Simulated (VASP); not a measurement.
# YGe2 (I4_1/amd) in VASP: single point with LDA

Aim: the single point of YGe2 with LDA.

Everything below comes from runs of VASP 6.6.1. Logs are shortened: lines on timing, memory, paths and dates and some standing lists are left out, and cuts for length are marked.

## (1) The cell of the first run

The structure is tetragonal, space group I4_1/amd (No. 141). Conventional cell: a = 3.887 Å, b = 3.887 Å, c = 16.277 Å, α = 90.00°, β = 90.00°, γ = 90.00°. Y (site symmetry -4m2) has 12 Ge at 3.03 to 3.41 Å and 4 Y at 3.89 Å within 4.0 Å. Within 3.5 Å of Ge (site symmetry 2mm) lie 3 Ge at 2.47 to 2.54 Å and 6 Y at 3.03 to 3.41 Å.

## (2) Single point, LDA

Input file INCAR:

```
PREC = Accurate ; ENCUT = 500
EDIFF = 1E-6 ; ISMEAR = -1
SIGMA = 0.05 ; LREAL = False
LASPH = True ; NELM = 120
ALGO = Normal ; ISIF = 2
LWAVE = False ; LCHARG = False
NBANDS = 48 ; GGA_COMPAT = False
```

Input file KPOINTS:

```
regular mesh
0
Gamma
  12 12 12
```

Input file POSCAR:

```
YGe2
1.0
   -1.9437188932      1.9437188932      8.1383754020
    1.9437188932     -1.9437188932      8.1383754020
    1.9437188932      1.9437188932     -8.1383754020
Y Ge
2 4
Direct
    0.5000000000      0.5000000000      0.0000000000
    0.2500000000      0.7500000000      0.5000000000
    0.8281416813      0.3281416813      0.5000000000
    0.0781416813      0.0781416813      0.0000000000
    0.6718583187      0.1718583187      0.5000000000
    0.9218583187      0.9218583187      0.0000000000
```

Potentials or basis: VASP PAW LDA potentials, release 64 (Y_sv, Ge_d).

Started as:

```sh
cat potpaw_LDA.64/Y_sv/POTCAR potpaw_LDA.64/Ge_d/POTCAR > POTCAR
mpirun -np 1 vasp_std > vasp.out
```

OUTCAR:

```text
PREC = Accurate
   ENCUT = 500
   EDIFF = 1E-6
   ISMEAR = -1
   LREAL = False
   LASPH = True
   NELM = 120
   ISIF = 2

 ion  position               nearest neighbor table
   1  0.500  0.500  0.000-   6 3.03   6 3.03   6 3.03   6 3.03   4 3.03   4 3.03   4 3.03   4 3.03
                             3 3.41   5 3.41   3 3.41   5 3.41
   2  0.250  0.750  0.500-   3 3.03   3 3.03   3 3.03   5 3.03   3 3.03   5 3.03   5 3.03   5 3.03
                             4 3.41   4 3.41   6 3.41   6 3.41
   3  0.828  0.328  0.500-   6 2.47   6 2.47   5 2.54   2 3.03   2 3.03   2 3.03   2 3.03   1 3.41
                             1 3.41
   4  0.078  0.078  0.000-   5 2.47   5 2.47   6 2.54   1 3.03   1 3.03   1 3.03   1 3.03   2 3.41
                             2 3.41
   5  0.672  0.172  0.500-   4 2.47   4 2.47   3 2.54   2 3.03   2 3.03   2 3.03   2 3.03   1 3.41
                             1 3.41
   6  0.922  0.922  0.000-   3 2.47   3 2.47   4 2.54   1 3.03   1 3.03   1 3.03   1 3.03   2 3.41
                             2 3.41

  LATTYP: Found a body centered tetragonal cell.
 ALAT       =     3.8874377864
 C/A-ratio  =     4.1870125513

  Lattice vectors:

 A1 = (  -1.9437188932,   1.9437188932,   8.1383754020)
 A2 = (   1.9437188932,  -1.9437188932,   8.1383754020)
 A3 = (   1.9437188932,   1.9437188932,  -8.1383754020)

Analysis of symmetry for initial positions (statically):
=====================================================================
 Subroutine PRICEL returns:
 Original cell was already a primitive cell.

 Routine SETGRP: Setting up the symmetry group for a
 body centered tetragonal supercell.

 Subroutine GETGRP returns: Found 16 space group operations
 (whereof  8 operations were pure point group operations)
 out of a pool of 16 trial point group operations.

The static configuration has the point symmetry D_2d.
 The point group associated with its full space group is D_4h.

Analysis of symmetry for dynamics (positions and initial velocities):
=====================================================================
 Subroutine PRICEL returns:
 Original cell was already a primitive cell.

 Routine SETGRP: Setting up the symmetry group for a
 body centered tetragonal supercell.

 Subroutine GETGRP returns: Found 16 space group operations
 (whereof  8 operations were pure point group operations)
 out of a pool of 16 trial point group operations.

The dynamic configuration has the point symmetry D_2d.
 The point group associated with its full space group is D_4h.

 Subroutine INISYM returns: Found 16 space group operations
 (whereof  8 operations are pure point group operations),
 and found     1 'primitive' translations

----------------------------------------------------------------------------------------

                                     Primitive cell

  volume of cell :     122.9885

  direct lattice vectors                    reciprocal lattice vectors
    -1.943718893  1.943718893  8.138375402     0.000000000  0.257238843  0.061437323
     1.943718893 -1.943718893  8.138375402     0.257238843  0.000000000  0.061437323
     1.943718893  1.943718893 -8.138375402     0.257238843  0.257238843  0.000000000

  length of vectors
     8.590066382  8.590066382  8.590066382     0.264473755  0.264473755  0.363790661

  position of ions in fractional coordinates (direct lattice)
     0.500000000  0.500000000  0.000000000
     0.250000000  0.750000000  0.500000000
     0.828141681  0.328141681  0.500000000
     0.078141681  0.078141681  0.000000000
     0.671858319  0.171858319  0.500000000
     0.921858319  0.921858319  0.000000000

  ion indices of the primitive-cell ions
   primitive index   ion index
                 1           1
                 2           2
                 3           3
                 4           4
                 5           5
                 6           6

----------------------------------------------------------------------------------------

 KPOINTS: regular mesh

Automatic generation of k-mesh.
 Grid dimensions read from file:
 generate k-points for:   12   12   12

 Generating k-lattice:

  Cartesian coordinates                     Fractional coordinates (reciprocal lattice)
     0.000000000  0.021436570  0.005119777     0.083333333  0.000000000  0.000000000
     0.021436570  0.000000000  0.005119777     0.000000000  0.083333333  0.000000000
     0.021436570  0.021436570  0.000000000     0.000000000  0.000000000  0.083333333

  Length of vectors
     0.022039480  0.022039480  0.030315888

  Shift w.r.t. Gamma in fractional coordinates (k-lattice)
     0.000000000  0.000000000  0.000000000

 Subroutine IBZKPT returns following result:
 ===========================================

 Found    163 irreducible k-points:

 Following reciprocal coordinates:
            Coordinates               Weight
  0.000000  0.000000  0.000000      1.000000
  0.083333  0.000000 -0.000000      8.000000
  0.166667  0.000000  0.000000      8.000000
  0.250000  0.000000  0.000000      8.000000
  0.333333  0.000000 -0.000000      8.000000
  0.416667  0.000000 -0.000000      8.000000
[... 16 lines left out ...]
  0.500000  0.166667  0.000000     16.000000
 -0.416667  0.166667  0.000000     16.000000
 [... further k-points ...]
   k-points           NKPTS =    163   k-points in BZ     NKDIM =    163   number of bands    NBANDS=     48
   number of dos      NEDOS =    301   number of ions     NIONS =      6
   total plane-waves  NPLWV = 262144
   dimension x,y,z NGX =    64 NGY =   64 NGZ =   64
   dimension x,y,z NGXF=   128 NGYF=  128 NGZF=  128
   ions per type =               2   4
   NGX,Y,Z   is equivalent  to a cutoff of  12.39, 12.39, 12.39 a.u.
   NGXF,Y,Z  is equivalent  to a cutoff of  24.77, 24.77, 24.77 a.u.
 SYSTEM =  unknown system
   PREC   = accura    normal or accurate (medium, high low for compatibility)
   ISTART =      0    job   : 0-new  1-cont  2-samecut
   ICHARG =      2    charge: 1-file 2-atom 10-const
   ISPIN  =      1    spin polarized calculation?
   LNONCOLLINEAR =      F non collinear calculations
   LSORBIT =      F    spin-orbit coupling
   LASPH  =      T    aspherical Exc in radial PAW
   ENCUT  =  500.0 eV  36.75 Ry    6.06 a.u.  15.66 15.66 15.66*2*pi/ulx,y,z
   NELM   =    120;   NELMIN=  2; NELMDL= -5     # of ELM steps
   EDIFF  = 0.1E-05   stopping-criterion for ELM
   LREAL  =      F    real-space projection
   EDIFFG = 0.1E-04   stopping-criterion for IOM
   NSW    =      0    number of steps for IOM
   IBRION =     -1    ionic relax: 0-MD 1-quasi-New 2-CG
   NFREE  =      0    steps in history (QN), initial steepest desc. (CG)
   ISIF   =      2    stress and relaxation
   ISYM   =      2    0-nonsym 1-usesym 2-fastsym
   POTIM  = 0.5000    time-step for ionic-motion
   TEBEG  =    0.0;   TEEND  =   0.0 temperature during run
   PSTRESS=    0.0 pullay stress
   NELECT =      78.0000    total number of electrons
   NUPDOWN=      -1.0000    fix difference up-down
   EMIN   =  10.00;   EMAX   =-10.00  energy-range for DOS
   EFERMI =   0.00;   METHOD = LEGACY
   ISMEAR =    -1;   SIGMA  =   0.05  broadening in eV -4-tet -1-fermi 0-gaus
   EFERMI_NEDOS =   21; number of points for ismear=-14 and -15
   IALGO  =     38    algorithm
   IMIX   =      4    mixing-type and parameters
     AMIX     =   0.40;   BMIX     =  1.00
     AMIX_MAG =   1.60;   BMIX_MAG =  1.00
  volume/ion in A,a.u.               =      20.50       138.33
  Fermi-wavevector in a.u.,A,eV,Ry     =   1.406538  2.657972 26.917077  1.978349
  Thomas-Fermi vector in A             =   2.528888
   LORBIT       =      0    0 simple, 1 ext, 2 COOP (PROOUT), +10 PAW based schemes
   GGA     = CA    functional components
   LHFCALC =     F    Hartree Fock is set to
   AEXX    =    0.0000 exact exchange contribution
   IVDW    =     0    specifies the selected vdW correction
   LEPSILON=     F    determine dielectric tensor
   LRPA    =     F    only Hartree local field effects (RPA)
 non-spin polarized calculation
  energy-cutoff  :      500.00
  volume of cell :      122.99
 maximum number of plane-waves:      3152
   NGX = 31   NGY = 31   NGZ = 31

 number of electron      77.9999987 magnetization

 Free energy of the ion-electron system (eV)
  ---------------------------------------------------
  ext. energy  EPLUGINS =         0.00000000
  ---------------------------------------------------
  free energy    TOTEN  =       -38.37340205 eV

  energy without entropy =      -38.35681143  energy(sigma->0) =      -38.36510674

 E-fermi :   5.9296     XC(G=0): -11.2556

 val. band max:        5.9267297235   @ k =  -0.2500   0.2500   0.0000
 cond. band min:       5.9404023681   @ k =  -0.0833  -0.3333   0.0833
 fundamental gap:      0.0136726447
 Fermi energy:         5.9295605313

 k-point     1 :       0.0000    0.0000    0.0000
  band No.  band energies     occupation
      1     -36.5638      2.00000
      2     -36.5615      2.00000
      3     -18.8759      2.00000
      4     -18.8759      2.00000
      5     -18.8688      2.00000
      6     -18.7480      2.00000
[... 40 lines left out ...]
     47       8.7555      0.00000
     48       9.1697      0.00000

 k-point     2 :       0.0833    0.0000   -0.0000
  band No.  band energies     occupation
      1     -36.5632      2.00000
      2     -36.5609      2.00000
      3     -18.8758      2.00000
      4     -18.8758      2.00000
      5     -18.8650      2.00000
      6     -18.7512      2.00000
[... 40 lines left out ...]
     47       9.1466      0.00000
     48       9.2081      0.00000

 k-point     3 :       0.1667    0.0000    0.0000
  band No.  band energies     occupation
      1     -36.5614      2.00000
      2     -36.5594      2.00000
      3     -18.8753      2.00000
      4     -18.8727      2.00000
      5     -18.8568      2.00000
      6     -18.7567      2.00000
[... 1060 lines left out ...]
     47       9.8968      0.00000
     48      10.1101      0.00000

 k-point    24 :      -0.4167    0.1667    0.0000
  band No.  band energies     occupation
      1     -36.5526      2.00000
      2     -36.5514      2.00000
      3     -18.8713      2.00000
      4     -18.8383      2.00000
      5     -18.8153      2.00000
      6     -18.7769      2.00000
[... 40 lines left out ...]
     47       9.7024      0.00000
     48       9.7223      0.00000

 [... further k-points ...]

------------------------ aborting loop because EDIFF is reached ----------------------------------------

  FORCE on cell =-STRESS in cart. coord.  units (eV):
  Direction    XX          YY          ZZ          XY          YZ          ZX
  --------------------------------------------------------------------------------------
  -------------------------------------------------------------------------------------
  Total        0.0407490      0.0407490      0.0596244      0.0000000      0.0000000      0.0000000
  in kB        0.5308395      0.5308395      0.7767303      0.0000000      0.0000000      0.0000000
  external PRESSURE =       0.6128031 kB  Pullay stress =       0.0000000 kB

 VOLUME and BASIS-vectors are now :
 -----------------------------------------------------------------------------
  energy-cutoff  :      500.00
  volume of cell :      122.99
      direct lattice vectors                 reciprocal lattice vectors
    -1.943718893  1.943718893  8.138375402     0.000000000  0.257238843  0.061437323
     1.943718893 -1.943718893  8.138375402     0.257238843  0.000000000  0.061437323
     1.943718893  1.943718893 -8.138375402     0.257238843  0.257238843  0.000000000

 POSITION                                       TOTAL-FORCE (eV/Angst)
 -----------------------------------------------------------------------------------
      0.00000      0.00000      8.13838         0.000000      0.000000      0.000000
      1.94372     -0.00000      4.06919         0.000000      0.000000      0.000000
      0.00000      1.94372      5.34108         0.000000     -0.000000     -0.000841
      0.00000      0.00000      1.27189        -0.000000      0.000000     -0.000841
      0.00000      1.94372      2.79730         0.000000     -0.000000      0.000841
      0.00000      0.00000     15.00486        -0.000000      0.000000      0.000841
 -----------------------------------------------------------------------------------
    total drift:                               -0.000000     -0.000000     -0.000000

  FREE ENERGIE OF THE ION-ELECTRON SYSTEM (eV)
  ---------------------------------------------------
  free  energy   TOTEN  =       -38.3734020550 eV

  energy  without entropy=      -38.3568114302  energy(sigma->0) =      -38.36510674
```

Run time: 28 min. Hardware: 1 thread of Intel Xeon 6975P-C (Granite Rapids), shared host; peak memory 0.94 GiB.

What came out:

* Free energy: -38.3734 eV
* Pressure: 0.1 GPa
* Band gap on the k mesh: zero (bands 39 and 40 overlap by 1.50 eV)
